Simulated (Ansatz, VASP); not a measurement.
Cl in VASP and in Ansatz

```
Cl
1.0
     3.57205    2.06232    7.89717
    -3.57205    2.06232    7.89717
     0.00000   -4.12465    7.89717
Cl
12
Direct
  0.04901 0.52888 0.04901
  0.04901 0.04901 0.52888
  0.52888 0.04901 0.04901
  0.95099 0.47112 0.95099
  0.47112 0.95099 0.95099
  0.95099 0.95099 0.47112
  0.20808 0.57795 0.20808
  0.20808 0.20808 0.57795
  0.57795 0.20808 0.20808
  0.79192 0.42205 0.79192
  0.42205 0.79192 0.79192
  0.79192 0.79192 0.42205
```

Alike in both runs: functional PBEsol; k mesh 3 × 3 × 3; occupations gaussian, width 0.1 eV; no spin polarisation.

Ansatz relaxed the structure, and its values are those at the end. VASP's run is a single point on that final structure, the one shown.

```csv
,VASP,Ansatz
version,VASP 6.6.1,Ansatz 0.2.0
potentials or method,"VASP PAW PBE potentials, release 64 (Cl), cutoff 500 eV","scalar-relativistic, plane waves, PAW"
valence electrons in the cell,84,84
```

Ansatz gave:

```
gap on the k mesh at the Fermi level (eV) : none
pressure (GPa)                            : 0.1
rms of the force components (eV/Å)        : 0.017
```

Estimate VASP's values.

gap on the k mesh at the Fermi level (eV): none; pressure (GPa): -0.1; rms of the force components (eV/Å): 0.073.

VASP's potentials were made for PBE, not for PBEsol. A gap of «none» marks a metal or a gap that the smearing closes. With one functional, cell and mesh, what is left measures potentials, basis and numerics.
